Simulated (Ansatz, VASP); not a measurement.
# One calculation of SiO2, two programs

```xyz
12
Lattice="5.4200 0.0000 0.0000 -2.7100 4.6939 0.0000 0.0000 0.0000 32.2800" Properties=species:S:1:pos:R:3 pbc="T T T"
Si    0.0000    3.1292   10.6112
Si    0.0000    3.1292    7.3888
Si    2.7100    1.5646   10.6112
Si    2.7100    1.5646    7.3888
O     0.0000    3.1292    9.0000
O     2.7100    1.5646    9.0000
O     2.7100    0.0000   11.1080
O     2.7100    0.0000    6.8920
O    -1.3550    2.3469   11.1080
O    -1.3550    2.3469    6.8920
O     1.3550    2.3469   11.1080
O     1.3550    2.3469    6.8920
```

Alike in both runs: functional r2SCAN; k mesh 4 × 4 × 1; occupations gaussian, width 0.02 eV; no spin polarisation.

Ansatz relaxed the structure, and its values are those at the end. VASP's run is a single point on that final structure, the one shown.

|  | VASP | Ansatz |
| --- | --- | --- |
| version | VASP 6.6.1 | Ansatz 0.2.0 |
| potentials or method | VASP PAW PBE potentials, release 64 (Si, O) | scalar-relativistic, plane waves, PAW |
| plane-wave cutoff (eV) | 520 | 500 |
| valence electrons in the cell | 64 | 64 |

|  | VASP | Ansatz | Ansatz less VASP |
| --- | --- | --- | --- |
| gap on the k mesh at the Fermi level (eV) | 6.17 | 6.17 | +0.006 |
| least direct gap on the mesh (eV) | 6.17 | 6.17 | +0.006 |
| rms of the force components (eV/Å) | 0.021 | 0.000 | -0.0206 |

VASP's potentials were made for PBE, not for r2SCAN. Ansatz's warnings: slab cell height set, xc potential rough in thin density.
